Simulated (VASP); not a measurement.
# HgTe (I-4m2) in VASP: notebook

HgTe is run at these levels: PBE; tasks: single point.

All numbers are computed with VASP 6.6.1; they aren't measurements. Logs are shortened: lines on timing, memory, paths and dates and some standing lists are left out, and cuts for length are marked.

## (1) The cell of the first run

The structure is tetragonal, space group I-4m2 (No. 119). Conventional cell: a = 4.189 Å, b = 4.189 Å, c = 8.377 Å, α = 90.00°, β = 90.00°, γ = 90.00°. Hg (site symmetry -4m2) has 4 Te at 2.96 Å within 3.9 Å. Within 3.9 Å of Te (site symmetry -4m2) lie 4 Hg at 2.96 Å.

## (2) Single point, PBE

Contents of INCAR:

```
SYSTEM = HgTe
ALGO     = Normal         ! electronic algorithm
EDIFF    = 1E-6           ! SCF threshold, eV
ENCUT    = 520            ! plane-wave cutoff, eV
GGA      = PE             ! functional
ISIF     = 2              ! what is computed and relaxed
ISMEAR   = 0              ! smearing method
LASPH    = .True.         ! aspherical terms in the spheres
LCHARG   = .True.         ! write CHGCAR
LELF     = .True.         ! ELF
LREAL    = .False.        ! projectors in reciprocal space
LVHAR    = .True.       
LWAVE    = .False.        ! write WAVECAR
NBANDS   = 16             ! bands
NELM     = 100            ! most SCF steps
PREC     = Accurate       ! precision mode
SIGMA    = 0.15           ! smearing width, eV
```

Contents of KPOINTS:

```
k-points
0
Gamma
  18 18 18
  0 0 0
```

Contents of POSCAR:

```
HgTe
1.0
    0.0000000000      2.9622074707      4.1885613635
    2.9622074707      0.0000000000      4.1885613635
    2.9622074707      2.9622074707      0.0000000000
Hg Te
1 1
Direct
    0.0000000000      0.0000000000      0.0000000000
    0.7500000000      0.7500000000      0.7500000000
```

Potentials or basis: VASP PAW PBE potentials, release 64 (Hg, Te).

Started as:

```sh
$ cat potpaw_PBE.64/Hg/POTCAR potpaw_PBE.64/Te/POTCAR > POTCAR
$ mpirun -np 1 vasp_std > vasp.out
```

OUTCAR:

```text
SYSTEM = HgTe
   EDIFF = 1E-6
   ENCUT = 520
   GGA = PE
   ISIF = 2
   ISMEAR = 0
   LASPH = .True.
   LREAL = .False.
   NELM = 100
   PREC = Accurate

 ion  position               nearest neighbor table
   1  0.000  0.000  0.000-   2 2.96   2 2.96   2 2.96   2 2.96
   2  0.750  0.750  0.750-   1 2.96   1 2.96   1 2.96   1 2.96

  LATTYP: Found a body centered tetragonal cell.
 ALAT       =     4.1891939796
 C/A-ratio  =     1.9996979772

  Lattice vectors:

 A1 = (  -2.9622074707,   0.0000000000,   4.1885613635)
 A2 = (   2.9622074707,   0.0000000000,   4.1885613635)
 A3 = (   0.0000000000,   2.9622074707,  -4.1885613635)

Analysis of symmetry for initial positions (statically):
=====================================================================
 Subroutine PRICEL returns:
 Original cell was already a primitive cell.

 Routine SETGRP: Setting up the symmetry group for a
 body centered tetragonal supercell.

 Subroutine GETGRP returns: Found  8 space group operations
 (whereof  8 operations were pure point group operations)
 out of a pool of 16 trial point group operations.

The static configuration has the point symmetry D_2d.

Analysis of symmetry for dynamics (positions and initial velocities):
=====================================================================
 Subroutine PRICEL returns:
 Original cell was already a primitive cell.

 Routine SETGRP: Setting up the symmetry group for a
 body centered tetragonal supercell.

 Subroutine GETGRP returns: Found  8 space group operations
 (whereof  8 operations were pure point group operations)
 out of a pool of 16 trial point group operations.

The dynamic configuration has the point symmetry D_2d.

 Subroutine INISYM returns: Found  8 space group operations
 (whereof  8 operations are pure point group operations),
 and found     1 'primitive' translations

----------------------------------------------------------------------------------------

                                     Primitive cell

  volume of cell :      73.5065

  direct lattice vectors                    reciprocal lattice vectors
     0.000000000  2.962207471  4.188561363    -0.168793039  0.168793039  0.119372729
     2.962207471  0.000000000  4.188561363     0.168793039 -0.168793039  0.119372729
     2.962207471  2.962207471  0.000000000     0.168793039  0.168793039 -0.119372729

  length of vectors
     5.130177326  5.130177326  4.189193980     0.266893290  0.266893290  0.266893290

  position of ions in fractional coordinates (direct lattice)
     0.000000000  0.000000000  0.000000000
     0.750000000  0.750000000  0.750000000

  ion indices of the primitive-cell ions
   primitive index   ion index
                 1           1
                 2           2

----------------------------------------------------------------------------------------

 KPOINTS: k-points

Automatic generation of k-mesh.
 Grid dimensions read from file:
 generate k-points for:   18   18   18

 Generating k-lattice:

  Cartesian coordinates                     Fractional coordinates (reciprocal lattice)
    -0.009377391  0.009377391  0.006631818     0.055555556  0.000000000  0.000000000
     0.009377391 -0.009377391  0.006631818     0.000000000  0.055555556  0.000000000
     0.009377391  0.009377391 -0.006631818     0.000000000  0.000000000  0.055555556

  Length of vectors
     0.014827405  0.014827405  0.014827405

  Shift w.r.t. Gamma in fractional coordinates (k-lattice)
     0.000000000  0.000000000  0.000000000

 Subroutine IBZKPT returns following result:
 ===========================================

 Found    480 irreducible k-points:

 Following reciprocal coordinates:
            Coordinates               Weight
  0.000000  0.000000  0.000000      1.000000
  0.055556 -0.000000  0.000000      8.000000
  0.111111 -0.000000  0.000000      8.000000
  0.166667  0.000000  0.000000      8.000000
  0.222222  0.000000  0.000000      8.000000
  0.277778  0.000000  0.000000      8.000000
[... 16 lines left out ...]
 -0.277778  0.055556  0.000000      8.000000
 -0.222222  0.055556  0.000000      8.000000
 [... further k-points ...]
   k-points           NKPTS =    480   k-points in BZ     NKDIM =    480   number of bands    NBANDS=     16
   number of dos      NEDOS =    301   number of ions     NIONS =      2
   total plane-waves  NPLWV =  51200
   dimension x,y,z NGX =    40 NGY =   40 NGZ =   32
   dimension x,y,z NGXF=    80 NGYF=   80 NGZF=   64
   ions per type =               1   1
   NGX,Y,Z   is equivalent  to a cutoff of  12.96, 12.96, 12.70 a.u.
   NGXF,Y,Z  is equivalent  to a cutoff of  25.92, 25.92, 25.40 a.u.
 SYSTEM =  HgTe
   PREC   = accura    normal or accurate (medium, high low for compatibility)
   ISTART =      0    job   : 0-new  1-cont  2-samecut
   ICHARG =      2    charge: 1-file 2-atom 10-const
   ISPIN  =      1    spin polarized calculation?
   LNONCOLLINEAR =      F non collinear calculations
   LSORBIT =      F    spin-orbit coupling
   LASPH  =      T    aspherical Exc in radial PAW
   ENCUT  =  520.0 eV  38.22 Ry    6.18 a.u.   9.54  9.54  7.79*2*pi/ulx,y,z
   NELM   =    100;   NELMIN=  2; NELMDL= -5     # of ELM steps
   EDIFF  = 0.1E-05   stopping-criterion for ELM
   LREAL  =      F    real-space projection
   EDIFFG = 0.1E-04   stopping-criterion for IOM
   NSW    =      0    number of steps for IOM
   IBRION =     -1    ionic relax: 0-MD 1-quasi-New 2-CG
   NFREE  =      0    steps in history (QN), initial steepest desc. (CG)
   ISIF   =      2    stress and relaxation
   ISYM   =      2    0-nonsym 1-usesym 2-fastsym
   POTIM  = 0.5000    time-step for ionic-motion
   TEBEG  =    0.0;   TEEND  =   0.0 temperature during run
   PSTRESS=    0.0 pullay stress
   NELECT =      18.0000    total number of electrons
   NUPDOWN=      -1.0000    fix difference up-down
   EMIN   =  10.00;   EMAX   =-10.00  energy-range for DOS
   EFERMI =   0.00;   METHOD = LEGACY
   ISMEAR =     0;   SIGMA  =   0.15  broadening in eV -4-tet -1-fermi 0-gaus
   EFERMI_NEDOS =   21; number of points for ismear=-14 and -15
   IALGO  =     38    algorithm
   IMIX   =      4    mixing-type and parameters
     AMIX     =   0.40;   BMIX     =  1.00
     AMIX_MAG =   1.60;   BMIX_MAG =  1.00
  volume/ion in A,a.u.               =      36.75       248.02
  Fermi-wavevector in a.u.,A,eV,Ry     =   1.024213  1.935482 14.272685  1.049013
  Thomas-Fermi vector in A             =   2.157988
   LORBIT       =      0    0 simple, 1 ext, 2 COOP (PROOUT), +10 PAW based schemes
   GGA     = PE    functional components
   LHFCALC =     F    Hartree Fock is set to
   AEXX    =    0.0000 exact exchange contribution
   IVDW    =     0    specifies the selected vdW correction
   LEPSILON=     F    determine dielectric tensor
   LRPA    =     F    only Hartree local field effects (RPA)
 non-spin polarized calculation
 Gauss-broadening in eV      SIGMA  =   0.15
  energy-cutoff  :      520.00
  volume of cell :       73.51
 maximum number of plane-waves:      2003
 NGX is ok and might be reduce to    40

 number of electron      18.0000000 magnetization

 Free energy of the ion-electron system (eV)
  ---------------------------------------------------
  ext. energy  EPLUGINS =         0.00000000
  ---------------------------------------------------
  free energy    TOTEN  =        -3.28073965 eV

  energy without entropy =       -3.27554049  energy(sigma->0) =       -3.27814007

 E-fermi :   2.5126     XC(G=0):  -8.4598

 val. band max:        2.5101960503   @ k =   0.1111   0.0556   0.0000
 cond. band min:       2.5214462017   @ k =  -0.1667   0.1667   0.0000
 fundamental gap:      0.0112501515
 Fermi energy:         2.5125659040

 k-point     1 :       0.0000    0.0000    0.0000
  band No.  band energies     occupation
      1      -9.0323      2.00000
      2      -4.5757      2.00000
      3      -4.4469      2.00000
      4      -4.4469      2.00000
      5      -4.2562      2.00000
      6      -4.0945      2.00000
[... 8 lines left out ...]
     15      10.0601      0.00000
     16      10.4896      0.00000

 k-point     2 :       0.0556   -0.0000    0.0000
  band No.  band energies     occupation
      1      -9.0175      2.00000
      2      -4.5726      2.00000
      3      -4.4471      2.00000
      4      -4.4440      2.00000
      5      -4.2521      2.00000
      6      -4.0967      2.00000
[... 8 lines left out ...]
     15      10.1495      0.00000
     16      10.7156      0.00000

 k-point     3 :       0.1111   -0.0000    0.0000
  band No.  band energies     occupation
      1      -8.9743      2.00000
      2      -4.5645      2.00000
      3      -4.4459      2.00000
      4      -4.4357      2.00000
      5      -4.2392      2.00000
      6      -4.1028      2.00000
[... 8 lines left out ...]
     15      10.3506      0.00000
     16      11.3629      0.00000

 k-point     4 :       0.1667    0.0000    0.0000
  band No.  band energies     occupation
      1      -8.9067      2.00000
      2      -4.5545      2.00000
      3      -4.4395      2.00000
      4      -4.4230      2.00000
      5      -4.2161      2.00000
      6      -4.1121      2.00000
[... 8 lines left out ...]
     15      10.6287      0.00000
     16      12.2832      0.00000
[... 324 lines left out ...]
 k-point    22 :      -0.3333    0.0556    0.0000
  band No.  band energies     occupation
      1      -8.5826      2.00000
      2      -4.5275      2.00000
      3      -4.3715      2.00000
      4      -4.3623      2.00000
      5      -4.1550      2.00000
      6      -4.0212      2.00000
[... 8 lines left out ...]
     15      11.3977      0.00000
     16      11.8544      0.00000

 k-point    23 :      -0.2778    0.0556    0.0000
  band No.  band energies     occupation
      1      -8.6667      2.00000
      2      -4.5422      2.00000
      3      -4.3948      2.00000
      4      -4.3859      2.00000
      5      -4.1467      2.00000
      6      -4.0782      2.00000
[... 8 lines left out ...]
     15      11.3829      0.00000
     16      11.5717      0.00000

 k-point    24 :      -0.2222    0.0556    0.0000
  band No.  band energies     occupation
      1      -8.7600      2.00000
      2      -4.5534      2.00000
      3      -4.4192      2.00000
      4      -4.4019      2.00000
      5      -4.1359      2.00000
      6      -4.1324      2.00000
[... 8 lines left out ...]
     15      11.1633      0.00000
     16      11.5397      0.00000

 [... further k-points ...]

------------------------ aborting loop because EDIFF is reached ----------------------------------------

  FORCE on cell =-STRESS in cart. coord.  units (eV):
  Direction    XX          YY          ZZ          XY          YZ          ZX
  --------------------------------------------------------------------------------------
  -------------------------------------------------------------------------------------
  Total        0.7256380      0.7256380     -2.6815726      0.0000000      0.0000000     -0.0000000
  in kB       15.8162967     15.8162967    -58.4486274      0.0000000      0.0000000     -0.0000000
  external PRESSURE =      -8.9386780 kB  Pullay stress =       0.0000000 kB

 VOLUME and BASIS-vectors are now :
 -----------------------------------------------------------------------------
  energy-cutoff  :      520.00
  volume of cell :       73.51
      direct lattice vectors                 reciprocal lattice vectors
     0.000000000  2.962207471  4.188561363    -0.168793039  0.168793039  0.119372729
     2.962207471  0.000000000  4.188561363     0.168793039 -0.168793039  0.119372729
     2.962207471  2.962207471  0.000000000     0.168793039  0.168793039 -0.119372729

 POSITION                                       TOTAL-FORCE (eV/Angst)
 -----------------------------------------------------------------------------------
      0.00000      0.00000      0.00000         0.000000      0.000000      0.000000
      4.44331      4.44331      6.28284        -0.000000     -0.000000     -0.000000
 -----------------------------------------------------------------------------------
    total drift:                                0.000000      0.000000     -0.000000

  FREE ENERGIE OF THE ION-ELECTRON SYSTEM (eV)
  ---------------------------------------------------
  free  energy   TOTEN  =        -3.2807396475 eV

  energy  without entropy=       -3.2755404851  energy(sigma->0) =       -3.27814007
```

Run time: 3.7 min. Hardware: 1 thread of Intel Xeon 6975P-C (Granite Rapids), shared host; peak memory 0.68 GiB.

Results:

```yaml
Free_energy: -3.2807 eV
Pressure: -0.9 GPa
Band_gap_on_the_k_mesh: zero (bands 9 and 10 overlap by 0.27 eV)
```

Stress tensor (GPa, compression positive):
```
 1.58  0.00  0.00
 0.00  1.58  0.00
 0.00  0.00 -5.84
```

Caveat: semilocal functionals underestimate gaps, so a narrow gap can read as zero; spin-orbit coupling is left out, which moves the levels of the heavy elements.

## (3) Single point, PBE

This run uses another cell than the first one, of the same volume but with other edges.

Contents of INCAR:

```
PREC = Accurate
ENCUT = 520
EDIFF = 1E-7
ISMEAR = 0
SIGMA = 0.15
LREAL = False
LASPH = True
NELM = 100
ALGO = Normal
ISIF = 2
LWAVE = False
LCHARG = True
GGA = PE
LELF = True
LVHAR = True
NBANDS = 16
```

Contents of KPOINTS:

```
Automatic mesh
0
Gamma
  18 18 18
```

Contents of POSCAR:

```
HgTe
1.0
    0.0000000000      3.1287547890      3.7545057468
    3.1287547890      0.0000000000      3.7545057468
    3.1287547890      3.1287547890      0.0000000000
Hg Te
1 1
Direct
    0.0000000000      0.0000000000      0.0000000000
    0.7500000000      0.7500000000      0.7500000000
```

Potentials or basis: VASP PAW PBE potentials, release 64 (Hg, Te).

Started as:

```sh
$ cat potpaw_PBE.64/Hg/POTCAR potpaw_PBE.64/Te/POTCAR > POTCAR
$ mpirun -np 1 vasp_std > vasp.out
```

OUTCAR:

```text
PREC = Accurate
   ENCUT = 520
   EDIFF = 1E-7
   ISMEAR = 0
   LREAL = False
   LASPH = True
   NELM = 100
   ISIF = 2
   GGA = PE

 ion  position               nearest neighbor table
   1  0.000  0.000  0.000-   2 2.90   2 2.90   2 2.90   2 2.90
   2  0.750  0.750  0.750-   1 2.90   1 2.90   1 2.90   1 2.90

  LATTYP: Found a body centered tetragonal cell.
 ALAT       =     4.4247274559
 C/A-ratio  =     1.6970562748

  Lattice vectors:

 A1 = (  -3.1287547890,   0.0000000000,   3.7545057468)
[... 641 lines left out ...]

------------------------ aborting loop because EDIFF is reached ----------------------------------------

  FORCE on cell =-STRESS in cart. coord.  units (eV):
  Direction    XX          YY          ZZ          XY          YZ          ZX
  --------------------------------------------------------------------------------------
  -------------------------------------------------------------------------------------
  Total        0.4210410      0.4210410     -1.2128058      0.0000000      0.0000000      0.0000000
  in kB        9.1771769      9.1771769    -26.4347998      0.0000000      0.0000000      0.0000000
  external PRESSURE =      -2.6934820 kB  Pullay stress =       0.0000000 kB

 VOLUME and BASIS-vectors are now :
 -----------------------------------------------------------------------------
  energy-cutoff  :      520.00
  volume of cell :       73.51
      direct lattice vectors                 reciprocal lattice vectors
     0.000000000  3.128754789  3.754505747    -0.159807986  0.159807986  0.133173321
     3.128754789  0.000000000  3.754505747     0.159807986 -0.159807986  0.133173321
     3.128754789  3.128754789  0.000000000     0.159807986  0.159807986 -0.133173321

 POSITION                                       TOTAL-FORCE (eV/Angst)
 -----------------------------------------------------------------------------------
      0.00000      0.00000      0.00000         0.000000      0.000000      0.000000
      4.69313      4.69313      5.63176        -0.000000     -0.000000     -0.000000
 -----------------------------------------------------------------------------------
    total drift:                               -0.000000     -0.000000      0.000000

  FREE ENERGIE OF THE ION-ELECTRON SYSTEM (eV)
  ---------------------------------------------------
  free  energy   TOTEN  =        -3.5605882894 eV

  energy  without entropy=       -3.5598612564  energy(sigma->0) =       -3.56022477
```

Run time: 3.1 min. Hardware: 1 thread of Intel Xeon 6975P-C (Granite Rapids), shared host; peak memory 0.68 GiB.

Results:

```yaml
Free_energy: -3.5606 eV
Pressure: -0.3 GPa
Band_gap_on_the_k_mesh: zero (bands 9 and 10 overlap by 0.07 eV)
```

Levels at points of the mesh, in eV from the Fermi level:
```tsv
k point	band 5	band 6	band 7	band 8	band 9	band 10	band 11	band 12	band 13	band 14
(0.00, 0.00, 0.00)	-6.72	-6.63	-1.32	-0.82	-0.05	-0.05	4.29	4.29	4.35	6.22
(0.50, 0.00, 0.00)	-6.66	-6.43	-5.10	-1.46	-0.64	0.27	4.68	5.39	6.53	7.45
(0.50, 0.50, 0.00)	-6.61	-6.50	-5.68	-1.65	-1.65	2.43	3.00	6.91	8.19	8.19
(0.50, 0.00, 0.50)	-6.66	-6.27	-4.85	-2.47	-2.11	1.25	2.25	7.33	7.72	7.74
```

Caveat: semilocal functionals underestimate gaps, so a narrow gap can read as zero; spin-orbit coupling is left out, which moves the levels of the heavy elements.

## (4) Single point, PBE

This run uses another cell than the first one, of the same volume but with other edges.

Contents of INCAR:

```
PREC = Accurate ; ENCUT = 520
EDIFF = 1E-7 ; ISMEAR = 0
SIGMA = 0.15 ; LREAL = F
LASPH = T ; NELM = 80
ALGO = Normal ; ISIF = 2
LWAVE = F ; LCHARG = F
GGA = PE ; NBANDS = 16
```

Contents of KPOINTS:

```
regular mesh
0
Gamma
  18 18 18
```

Contents of POSCAR:

```
HgTe
1.0
    0.0000000000      3.6118835662      2.8172691817
    3.6118835662      0.0000000000      2.8172691817
    3.6118835662      3.6118835662      0.0000000000
Hg Te
1 1
Direct
    0.0000000000      0.0000000000      0.0000000000
    0.7500000000      0.7500000000      0.7500000000
```

Started as:

```sh
$ cat potpaw_PBE.64/Hg/POTCAR potpaw_PBE.64/Te/POTCAR > POTCAR
$ mpirun -np 1 vasp_std > vasp.out
```

Wall time 3.3 min (1 thread of Intel Xeon 6975P-C (Granite Rapids), shared host); peak memory 0.68 GiB.

Results (log left out):

```
Free energy : -3.5454 eV
Pressure    : -0.7 GPa
```

Stress tensor (GPa, compression positive):
```
-1.51  0.00  0.00
 0.00 -1.51  0.00
 0.00  0.00  0.94
```

Levels at points of the mesh, in eV from the Fermi level:
```tsv
k point	band 5	band 6	band 7	band 8	band 9	band 10	band 11	band 12	band 13	band 14
(0.00, 0.00, 0.00)	-6.63	-6.52	-1.27	-0.45	-0.45	0.04	4.49	4.58	4.58	6.47
(0.50, 0.00, 0.00)	-6.53	-6.34	-4.94	-1.38	-0.65	0.31	4.44	5.55	6.78	7.69
(0.50, 0.50, 0.00)	-6.51	-6.04	-4.36	-2.57	-2.57	0.69	2.21	8.34	8.34	8.49
(0.50, 0.00, 0.50)	-6.56	-6.36	-5.29	-1.81	-1.38	2.30	2.85	7.08	7.10	7.63
```

Caveat: spin-orbit coupling is left out, which moves the levels of the heavy elements.

## (5) Summary

```tsv
cell	gap on the mesh (eV)	pressure (GPa)
a = 5.130, b = 5.130, c = 4.189 Å, angles 65.9, 65.9, 48.2°, 2 atoms	none	-0.9
a = 4.887, b = 4.887, c = 4.425 Å, angles 63.1, 63.1, 53.8°, 2 atoms	none	-0.3
a = 4.581, b = 4.581, c = 5.108 Å, angles 56.1, 56.1, 67.8°, 2 atoms	-	-0.7
```

Alike in all rows: task single point; level PBE; potentials or basis VASP PAW PBE potentials, release 64 (Hg, Te); no spin polarisation; k mesh 18 × 18 × 18; cutoff (eV) 520; smearing gaussian 0.15 eV.

Caveats: spin-orbit coupling is left out, which moves the levels of the heavy elements; semilocal functionals underestimate gaps, so a narrow gap can read as zero (at least some runs).

Total energies depend on the potentials used, so only differences within one code and one set of settings carry meaning.
